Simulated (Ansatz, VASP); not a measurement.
## CoSi2: VASP beside Ansatz

Contents of INCAR:

```
SYSTEM = CoSi2
  ALGO = Normal
  EDIFF = 1E-6
  ENCUT = 520
  GGA = PS
  ISIF = 2
  ISMEAR = 0
  LASPH = .TRUE.
  LCHARG = .TRUE.
  LELF = .TRUE.
  LREAL = .FALSE.
  LVHAR = .TRUE.
  LWAVE = .FALSE.
  NBANDS = 16
  NELM = 100
  PREC = Accurate
  SIGMA = 0.15
```

KPOINTS

```
k-points
0
G
  14 14 14
  0 0 0
```

The input POSCAR:

```
CoSi2
1.0
    0.0000000000      2.6784009061      2.6784009061
    2.6784009061      0.0000000000      2.6784009061
    2.6784009061      2.6784009061      0.0000000000
Co Si
1 2
Direct
    0.0120558520     -0.0120558520     -0.0120558520
    0.2373510795      0.2626489205      0.2626489205
    0.7373510795      0.7626489205      0.7626489205
```

Input for Ansatz:

```yaml
crystal:
  lattice:
    - [0.0, 2.6784009061, 2.6784009061]
    - [2.6784009061, 0.0, 2.6784009061]
    - [2.6784009061, 2.6784009061, 0.0]
  atoms:
    - { symbol: Co, position: [0.012055852, -0.012055852, -0.012055852] }
    - { symbol: Si, position: [0.2373510795, 0.2626489205, 0.2626489205] }
    - { symbol: Si, position: [0.7373510795, 0.7626489205, 0.7626489205] }
basis:
  ecutwfc: 520.0
kpoints:
  mp_grid: { grid: [14, 14, 14] }
hamiltonian:
  xc: pbesol
  pseudopotentials: { kind: paw, azcp: { folder: soft_1 } }
scf:
  occupations: { method: gaussian, width: 0.15 }
output:
  forces: true
  stress: true
  eigenvalues: true
```

Change from the starting cell: mode 4 frozen in at -0.067 Å, equal normal strain along x, y and z +0.0083.

Alike in both runs: task single point; functional PBEsol; k mesh 14 × 14 × 14; occupations gaussian, width 0.15 eV; no spin polarisation.

|  | VASP | Ansatz |
| --- | --- | --- |
| version | VASP 6.6.1 | Ansatz 0.2.0 |
| potentials or method | VASP PAW PBE potentials, release 64 (Co, Si), cutoff 520 eV | scalar-relativistic, plane waves, PAW |
| valence electrons in the cell | 17 | 25 |

|  | VASP | Ansatz | Ansatz less VASP |
| --- | --- | --- | --- |
| gap on the k mesh at the Fermi level (eV) | none | none | - |
| pressure (GPa) | -3.1 | -3.1 | 0.00 |
| traceless stress, the component that is largest in VASP (GPa) | -0.49 | -0.47 | +0.024 |
| rms of the force components (eV/Å) | 0.619 | 0.612 | -0.0072 |

VASP's potentials were made for PBE, not for PBEsol, and Ansatz warns of the same on its side. Atom by atom the forces differ by 0.007 eV/Å (rms over components). A gap of «none» marks a metal or a gap that the smearing closes. VASP's potentials hold 17 valence electrons a cell and Ansatz's 25, so a difference there can come from the potentials and not from the codes.
